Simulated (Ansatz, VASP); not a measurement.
## BiTe5: VASP beside Ansatz

```xyz
6
Lattice="7.1475 0.0000 0.0000 -3.5738 6.1899 0.0000 0.0000 0.0000 4.4202" Properties=species:S:1:pos:R:3 pbc="T T T"
Bi    0.0000    0.0000    2.2101
Te   -1.1931    2.0665    0.0000
Te    2.3807    4.1234    0.0000
Te    2.3862    0.0000    0.0000
Te    3.5738    2.0633    2.2101
Te    0.0000    4.1266    2.2101
```

Change from the starting cell: species swapped into the Mg5Sn type (P-62m, No. 189).

Alike in both runs: functional PBE; k mesh 3 × 3 × 4; occupations gaussian, width 0.1 eV; no spin polarisation.

Ansatz relaxed the structure, and its values are those at the end. VASP's run is a single point on that final structure, the one shown.

|  | VASP | Ansatz |
| --- | --- | --- |
| version | VASP 6.6.1 | Ansatz 0.2.0 |
| potentials or method | VASP PAW PBE potentials, release 64 (Bi_d, Te), cutoff 520 eV | scalar-relativistic, plane waves, PAW |
| valence electrons in the cell | 45 | 95 |

Ansatz gave:

- gap on the k mesh at the Fermi level (eV): none
- pressure (GPa): -0.1

Problem. What did VASP give for the same quantities?

Solution. gap on the k mesh at the Fermi level (eV): none; pressure (GPa): -0.2.

A gap of «none» marks a metal or a gap that the smearing closes. The functional is the same, so the differences come from potentials, cutoffs and numerics. VASP's potentials hold 45 valence electrons a cell and Ansatz's 95, so a difference there can come from the potentials and not from the codes.

Neither program's run includes spin-orbit coupling.
